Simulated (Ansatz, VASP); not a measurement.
Y in VASP and in Ansatz

```
Y
1.0
     3.56021    0.00000    0.00000
    -1.78011    3.08323    0.00000
     0.00000    0.00000    5.74740
Y
2
Direct
  0.33333 0.66667 0.25000
  0.66667 0.33333 0.75000
```

Change from the starting cell: strain -0.025 along x and y, +0.000 along z, atoms carried along.

Alike in both runs: task single point; functional PBEsol; k mesh 18 × 18 × 8; occupations gaussian, width 0.15 eV; no spin polarisation.

```csv
,VASP,Ansatz
version,VASP 6.6.1,Ansatz 0.2.0
potentials or method,"VASP PAW PBE potentials, release 64 (Y_sv), cutoff 520 eV","scalar-relativistic, plane waves, PAW"
valence electrons in the cell,22,22
```

Ansatz gave:

- gap on the k mesh at the Fermi level (eV): none
- pressure (GPa): -0.3
- traceless stress, the component that is largest in VASP (GPa): -1.40

Question: Estimate VASP's values.

Answer: gap on the k mesh at the Fermi level (eV): none; pressure (GPa): -0.5; traceless stress, the component that is largest in VASP (GPa): -1.40.

VASP's potentials were made for PBE, not for PBEsol. A gap of «none» marks a metal or a gap that the smearing closes.
